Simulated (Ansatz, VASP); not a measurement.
Os in VASP and in Ansatz

```
CELL_PARAMETERS angstrom
2.70716 0.00000 0.00000
-1.35358 2.34447 0.00000
0.00000 0.00000 4.40609
ATOMIC_POSITIONS crystal
Os 0.33333 0.66667 0.25000
Os 0.66667 0.33333 0.75000
```

Change from the starting cell: z stretched by +2 % at fixed volume.

Alike in both runs: task single point; functional PBE; k mesh 15 × 15 × 9; occupations fermi-dirac, width 0.05 eV; no spin polarisation.

|  | VASP | Ansatz |
| --- | --- | --- |
| version | VASP 6.6.1 | Ansatz 0.2.0 |
| potentials or method | VASP PAW PBE potentials, release 64 (Os), cutoff 520 eV | all-electron LAPW, scalar-relativistic |

Ansatz gave:

```
pressure (GPa)                                                : 8.5
traceless stress, the component that is largest in VASP (GPa) : -11.88
```

Question: Which values does VASP return?

Answer: Pressure (GPa): 8.6; traceless stress, the component that is largest in VASP (GPa): -11.86.

Ansatz ran all-electron here, and VASP with PAW potentials.

Neither program's run includes spin-orbit coupling.
